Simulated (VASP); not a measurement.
Here is a VASP 6.6.1 calculation.

INCAR

```
SYSTEM = ZnO
PREC = Accurate
ENCUT = 520
EDIFF = 1E-6
ISMEAR = -1
SIGMA = 0.02
LREAL = .False.
LASPH = .True.
NELM = 100
ALGO = Normal
ISIF = 2
LWAVE = .False.
LCHARG = .False.
GGA = PE
IBRION = 2
NSW = 80
EDIFFG = -0.02
```

Contents of KPOINTS:

```
Automatic mesh
0
Gamma
  11 11 6
  0 0 0
```

File POSCAR:

```
ZnO
1.0
    3.2494000000      0.0000000000      0.0000000000
   -1.6247000000      2.8140629471      0.0000000000
    0.0000000000      0.0000000000      5.3599140000
Zn O
2 2
Direct
    0.3333333333      0.6666666667      0.0004799578
    0.6666666667      0.3333333333      0.5004799578
    0.3333333333      0.6666666667      0.3816200422
    0.6666666667      0.3333333333      0.8816200422
```

Potentials or basis: VASP PAW PBE potentials, release 64 (Zn, O).

The run is started by

```console
$ cat potpaw_PBE.64/Zn/POTCAR potpaw_PBE.64/O/POTCAR > POTCAR
$ mpirun -np 1 vasp_std > vasp.out
```

(1) Predict the energy gained by relaxing.

(2) Predict the band gap on the k mesh.

Answers

(1) 2.3 meV/atom.

(2) 0.70 eV.

Caveat: the cell differs from its parent crystal (z stretched by +3 %).
